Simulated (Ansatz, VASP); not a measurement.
**GaAs: VASP beside Ansatz**

```
CELL_PARAMETERS angstrom
0.00000 2.96819 2.82685
2.96819 0.00000 2.82685
2.96819 2.96819 0.00000
ATOMIC_POSITIONS crystal
Ga 0.00000 0.00000 0.00000
As 0.75000 0.75000 0.75000
```

Change from the starting cell: strain +0.050 along x and y, +0.000 along z, atoms carried along.

Alike in both runs: task single point; functional PBE; k mesh 10 × 10 × 10; occupations gaussian, width 0.05 eV; no spin polarisation.

```csv
,VASP,Ansatz
version,VASP 6.6.1,Ansatz 0.2.0
potentials or method,"VASP PAW PBE potentials, release 64 (Ga_d, As), cutoff 520 eV","scalar-relativistic, plane waves, PAW"
valence electrons in the cell,18,28
```

```csv
,VASP,Ansatz,Ansatz less VASP
gap on the k mesh at the Fermi level (eV),0.20,0.20,0.000
least direct gap on the mesh (eV),0.24,0.24,0.000
pressure (GPa),-2.5,-2.7,-0.13
"traceless stress, the component that is largest in VASP (GPa)",1.66,1.66,+0.005
```

The functional is the same, so the differences come from potentials, cutoffs and numerics. VASP's potentials hold 18 valence electrons a cell and Ansatz's 28, so a difference there can come from the potentials and not from the codes.
